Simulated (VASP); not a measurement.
# TiO2 (P1) in VASP: single point with PBE

Aim: the single point of TiO2 with PBE.

Program: VASP 6.6.1. These are calculated values, not measurements. Logs are shortened: lines on timing, memory, paths and dates and some standing lists are left out, and cuts for length are marked.

## 1. The cell of the first run

The typed cell holds 6 atoms: a = 5.340 Å, b = 5.371 Å, c = 5.371 Å, α = 139.65°, β = 139.19°, γ = 58.42°.

## 2. Single point, PBE, collinear spin, zero start

Contents of INCAR:

```
PREC = Accurate
ENCUT = 520
EDIFF = 1E-6
ISMEAR = 0
SIGMA = 0.0318
LREAL = False
LASPH = True
NELM = 150
ALGO = Normal
ISIF = 2
LWAVE = False
LCHARG = False
ISPIN = 2
MAGMOM = 0 0 0 0 0 0
LORBIT = 11
LMAXMIX = 4
GGA = PE
NBANDS = 37
```

Contents of KPOINTS:

```
Automatic mesh
0
Gamma
  5 5 7
  0 0.5 0
```

Contents of POSCAR:

```
TiO2
1.0
   -1.8293739000      1.8446396900      4.6657179100
    1.8519527400     -1.8661616500      4.6832469300
    1.8528597000      1.8896474500     -4.6742723800
Ti O
2 4
Direct
    0.0047707100      0.0163144700      0.9968997600
    0.7530032900      0.2600856100      0.5208978000
    0.1987515800      0.1923655000      0.0326919100
    0.9021618200      0.4356021900      0.4968489500
    0.5570699100      0.0633486000      0.4716256500
    0.8412877800      0.8399815400      0.0424696300
```

Potentials or basis: VASP PAW PBE potentials, release 64 (Ti_sv, O).

Command:

```bash
$ cat potpaw_PBE.64/Ti_sv/POTCAR potpaw_PBE.64/O/POTCAR > POTCAR
$ mpirun -np 1 vasp_std > vasp.out
```

OUTCAR:

```text
PREC = Accurate
   ENCUT = 520
   EDIFF = 1E-6
   ISMEAR = 0
   LREAL = False
   LASPH = True
   NELM = 150
   ISIF = 2
   ISPIN = 2
   LORBIT = 11
   GGA = PE

 ion  position               nearest neighbor table
   1  0.005  0.016  0.997-   3 1.57   6 1.81   5 1.92   5 2.00   4 2.01   4 2.07   2 2.85   2 2.91

   2  0.753  0.260  0.521-   5 1.61   4 1.63   3 1.92   6 1.95   6 2.00   3 2.02   1 2.85   1 2.91

   3  0.199  0.192  0.033-   1 1.57   2 1.92   2 2.02
   4  0.902  0.436  0.497-   2 1.63   1 2.01   1 2.07
   5  0.557  0.063  0.472-   2 1.61   1 1.92   1 2.00
   6  0.841  0.840  0.042-   1 1.81   2 1.95   2 2.00

  LATTYP: Found a triclinic cell.
 ALAT       =     3.7048977504
 B/A-ratio  =     1.4108607355
 C/A-ratio  =     1.4500109298
 COS(alpha) =     0.0019159804
 COS(beta)  =     0.3534086179
 COS(gamma) =     0.6997694273

  Lattice vectors:

 A1 = (  -3.7048124400,  -0.0234858000,  -0.0089745500)
 A2 = (  -3.6813266400,   3.7108013400,  -0.0175290200)
 A3 = (  -1.8754385400,  -1.8681254900,  -4.6746924600)

Analysis of symmetry for initial positions (statically):
=====================================================================
 Subroutine PRICEL returns:
 Original cell was already a primitive cell.

 Routine SETGRP: Setting up the symmetry group for a
 triclinic supercell.

 Subroutine GETGRP returns: Found  1 space group operations
 (whereof  1 operations were pure point group operations)
 out of a pool of  2 trial point group operations.

The static configuration has the point symmetry C_1 .

Analysis of symmetry for dynamics (positions and initial velocities):
=====================================================================
 Subroutine PRICEL returns:
 Original cell was already a primitive cell.

 Routine SETGRP: Setting up the symmetry group for a
 triclinic supercell.

 Subroutine GETGRP returns: Found  1 space group operations
 (whereof  1 operations were pure point group operations)
 out of a pool of  2 trial point group operations.

The dynamic configuration has the point symmetry C_1 .

Analysis of structural, dynamic, and magnetic symmetry:
=====================================================================
 Subroutine PRICEL returns:
 Original cell was already a primitive cell.

 Routine SETGRP: Setting up the symmetry group for a
 triclinic supercell.

 Subroutine GETGRP returns: Found  1 space group operations
 (whereof  1 operations were pure point group operations)
 out of a pool of  2 trial point group operations.

The overall configuration has the point symmetry C_1 .

 Subroutine INISYM returns: Found  1 space group operations
 (whereof  1 operations are pure point group operations),
 and found     1 'primitive' translations

----------------------------------------------------------------------------------------

                                     Primitive cell

  volume of cell :      64.6674

  direct lattice vectors                    reciprocal lattice vectors
    -1.829373900  1.844639690  4.665717910    -0.001959841  0.268047509  0.107585511
     1.851952740 -1.866161650  4.683246930     0.269670882 -0.001452491  0.106309084
     1.852859700  1.889647450 -4.674272380     0.268232393  0.266101671 -0.000035228

  length of vectors
     5.340246068  5.370762522  5.371468964     0.288838969  0.289872585  0.377834245

  position of ions in fractional coordinates (direct lattice)
     0.004770710  0.016314470  0.996899760
     0.753003290  0.260085610  0.520897800
     0.198751580  0.192365500  0.032691910
     0.902161820  0.435602190  0.496848950
     0.557069910  0.063348600  0.471625650
     0.841287780  0.839981540  0.042469630

  ion indices of the primitive-cell ions
   primitive index   ion index
                 1           1
                 2           2
                 3           3
                 4           4
                 5           5
                 6           6

[... 32 lines left out ...]
 -0.200000  0.100000 -0.000000      2.000000
  0.000000  0.300000 -0.000000      2.000000
[... 16 lines left out ...]
 -0.200000  0.300000  0.142857      2.000000
 -0.000000  0.500000  0.142857      2.000000
 [... further k-points ...]
   k-points           NKPTS =     88   k-points in BZ     NKDIM =     88   number of bands    NBANDS=     37
   number of dos      NEDOS =    301   number of ions     NIONS =      6
   total plane-waves  NPLWV =  64000
   dimension x,y,z NGX =    40 NGY =   40 NGZ =   40
   dimension x,y,z NGXF=    80 NGYF=   80 NGZF=   80
   ions per type =               2   4
   NGX,Y,Z   is equivalent  to a cutoff of  12.45, 12.38, 12.38 a.u.
   NGXF,Y,Z  is equivalent  to a cutoff of  24.90, 24.76, 24.76 a.u.
 SYSTEM =  unknown system
   PREC   = accura    normal or accurate (medium, high low for compatibility)
   ISTART =      0    job   : 0-new  1-cont  2-samecut
   ICHARG =      2    charge: 1-file 2-atom 10-const
   ISPIN  =      2    spin polarized calculation?
   LNONCOLLINEAR =      F non collinear calculations
   LSORBIT =      F    spin-orbit coupling
   LASPH  =      T    aspherical Exc in radial PAW
   ENCUT  =  520.0 eV  38.22 Ry    6.18 a.u.   9.93  9.99  9.99*2*pi/ulx,y,z
   NELM   =    150;   NELMIN=  2; NELMDL= -5     # of ELM steps
   EDIFF  = 0.1E-05   stopping-criterion for ELM
   LREAL  =      F    real-space projection
   EDIFFG = 0.1E-04   stopping-criterion for IOM
   NSW    =      0    number of steps for IOM
   IBRION =     -1    ionic relax: 0-MD 1-quasi-New 2-CG
   NFREE  =      0    steps in history (QN), initial steepest desc. (CG)
   ISIF   =      2    stress and relaxation
   ISYM   =      2    0-nonsym 1-usesym 2-fastsym
   POTIM  = 0.5000    time-step for ionic-motion
   TEBEG  =    0.0;   TEEND  =   0.0 temperature during run
   PSTRESS=    0.0 pullay stress
   NELECT =      48.0000    total number of electrons
   NUPDOWN=      -1.0000    fix difference up-down
   EMIN   =  10.00;   EMAX   =-10.00  energy-range for DOS
   EFERMI =   0.00;   METHOD = LEGACY
   ISMEAR =     0;   SIGMA  =   0.03  broadening in eV -4-tet -1-fermi 0-gaus
   EFERMI_NEDOS =   21; number of points for ismear=-14 and -15
   IALGO  =     38    algorithm
   IMIX   =      4    mixing-type and parameters
     AMIX     =   0.40;   BMIX     =  1.00
     AMIX_MAG =   1.60;   BMIX_MAG =  1.00
  volume/ion in A,a.u.               =      10.78        72.73
  Fermi-wavevector in a.u.,A,eV,Ry     =   1.482268  2.801081 29.893622  2.197119
  Thomas-Fermi vector in A             =   2.596075
   LORBIT       =     11    0 simple, 1 ext, 2 COOP (PROOUT), +10 PAW based schemes
   GGA     = PE    functional components
   LHFCALC =     F    Hartree Fock is set to
   AEXX    =    0.0000 exact exchange contribution
   IVDW    =     0    specifies the selected vdW correction
   LEPSILON=     F    determine dielectric tensor
   LRPA    =     F    only Hartree local field effects (RPA)
 spin polarized calculation
 Gauss-broadening in eV      SIGMA  =   0.03
  energy-cutoff  :      520.00
  volume of cell :       64.67
 maximum number of plane-waves:      1757
   NGX = 19   NGY = 19   NGZ = 19

 number of electron      48.0000001 magnetization       0.0000000

 number of electron      48.0000001 magnetization      -0.0000000

 Free energy of the ion-electron system (eV)
  ---------------------------------------------------
  ext. energy  EPLUGINS =         0.00000000
  ---------------------------------------------------
  free energy    TOTEN  =       -46.78767651 eV

  energy without entropy =      -46.78767651  energy(sigma->0) =      -46.78767651

 E-fermi :   5.4660     XC(G=0): -10.7902

 val. band max:        5.2432718579   @ k =  -0.2000  -0.3000   0.2857
 cond. band min:       6.7648290632   @ k =  -0.2000  -0.1000   0.1429
 fundamental gap:      1.5215572053
 Fermi energy:         5.4659627121

 spin component 1

 k-point     1 :       0.0000    0.1000   -0.0000
  band No.  band energies     occupation
      1     -51.8052      1.00000
      2     -51.4135      1.00000
      3     -29.1599      1.00000
      4     -28.3958      1.00000
      5     -28.0924      1.00000
      6     -27.9237      1.00000
[... 925 lines left out ...]
     35      14.2081      0.00000
     36      15.2580      0.00000

 [... further k-points ...]

 spin component 2

 k-point     1 :       0.0000    0.1000   -0.0000
  band No.  band energies     occupation
      1     -51.8052      1.00000
      2     -51.4134      1.00000
      3     -29.1599      1.00000
      4     -28.3958      1.00000
      5     -28.0924      1.00000
      6     -27.9237      1.00000
[... 925 lines left out ...]
     35      14.2081      0.00000
     36      15.2580      0.00000

 [... further k-points ...]

 [bands above 36 left out]

------------------------ aborting loop because EDIFF is reached ----------------------------------------

  FORCE on cell =-STRESS in cart. coord.  units (eV):
  Direction    XX          YY          ZZ          XY          YZ          ZX
  --------------------------------------------------------------------------------------
  -------------------------------------------------------------------------------------
  Total        7.3533968     15.1145545     65.4323928     -0.2442061     -1.7240486      1.8922753
  in kB      182.1852854    374.4731161   1621.1309451     -6.0503674    -42.7144481     46.8823765
  external PRESSURE =     725.9297822 kB  Pullay stress =       0.0000000 kB

 VOLUME and BASIS-vectors are now :
 -----------------------------------------------------------------------------
  energy-cutoff  :      520.00
  volume of cell :       64.67
      direct lattice vectors                 reciprocal lattice vectors
    -1.829373900  1.844639690  4.665717910    -0.001959841  0.268047509  0.107585511
     1.851952740 -1.866161650  4.683246930     0.269670882 -0.001452491  0.106309084
     1.852859700  1.889647450 -4.674272380     0.268232393  0.266101671 -0.000035228

 POSITION                                       TOTAL-FORCE (eV/Angst)
 -----------------------------------------------------------------------------------
      1.86860      1.86214     -4.56112        -0.411809     -1.959054     -9.797947
      0.06929      1.88797      2.29653         1.013882      2.202188      2.532793
      0.05323      0.06942      1.67540         0.832069     -2.141832     14.611590
      0.07691      1.79013      3.92686        -0.034511     -1.341309     14.196936
     -0.02791      1.80058      0.69130        -0.995249      2.208073    -13.982949
      0.09527      0.06458      7.66054        -0.404381      1.031934     -7.560422
 -----------------------------------------------------------------------------------
    total drift:                                0.000158     -0.000131      0.000267

  FREE ENERGIE OF THE ION-ELECTRON SYSTEM (eV)
  ---------------------------------------------------
  free  energy   TOTEN  =       -46.7876765072 eV

  energy  without entropy=      -46.7876765072  energy(sigma->0) =      -46.78767651

 total charge

# of ion       s       p       d       tot
------------------------------------------
    1        2.273   6.455   2.106  10.835
    2        2.295   6.528   2.186  11.009
    3        1.607   3.657   0.000   5.264
    4        1.600   3.580   0.000   5.180
    5        1.602   3.644   0.000   5.247
    6        1.587   3.553   0.000   5.140
--------------------------------------------------
tot         10.964  27.418   4.292  42.674

 magnetization (x)

# of ion       s       p       d       tot
------------------------------------------
    1        0.000   0.000  -0.000  -0.000
    2        0.000   0.000  -0.000   0.000
    3       -0.000  -0.000   0.000  -0.000
    4       -0.000  -0.000   0.000  -0.000
    5        0.000  -0.000   0.000  -0.000
    6       -0.000  -0.000   0.000  -0.000
--------------------------------------------------
tot          0.000  -0.000  -0.000  -0.000
```

It took 13 min on 1 thread of Oxide Virtual Turin-like, shared host; peak memory 0.44 GiB.

What came out:

- Free energy: -46.7877 eV
- Pressure: 72.6 GPa
- Largest force: 14.791 eV/Å
- Band gap on the k mesh: 1.52 eV, indirect (least direct gap 1.56 eV)
- Net moment: 0.00 μB per cell
- Valence electrons inside the program's atomic spheres: Ti 10.84, 11.01; O 5.26, 5.18, 5.25, 5.14

Forces on the atoms (eV/Å):
```
Ti   -0.412  -1.959  -9.798
Ti    1.014   2.202   2.533
O     0.832  -2.142  14.612
O    -0.035  -1.341  14.197
O    -0.995   2.208 -13.983
O    -0.404   1.032  -7.560
```

Levels at points of the mesh, in eV from the valence-band top:
Spin up:
```
           k point  band 22  band 23  band 24  band 25  band 26  band 27
(0.00, 0.50, 0.00)    -1.98    -1.51    -0.94     1.85     2.84     3.35
```
Spin down:
| k point | band 21 | band 22 | band 23 | band 24 | band 25 | band 26 | band 27 | band 28 |
| --- | --- | --- | --- | --- | --- | --- | --- | --- |
| (0.00, 0.50, 0.00) | -2.87 | -1.98 | -1.51 | -0.94 | 1.85 | 2.84 | 3.35 | 3.51 |

Caveat: forces of over 1 eV/Å act on the atoms, so gaps and moduli don't describe the material at rest. PBE gaps usually lie below the measured ones, often by a third to a half.
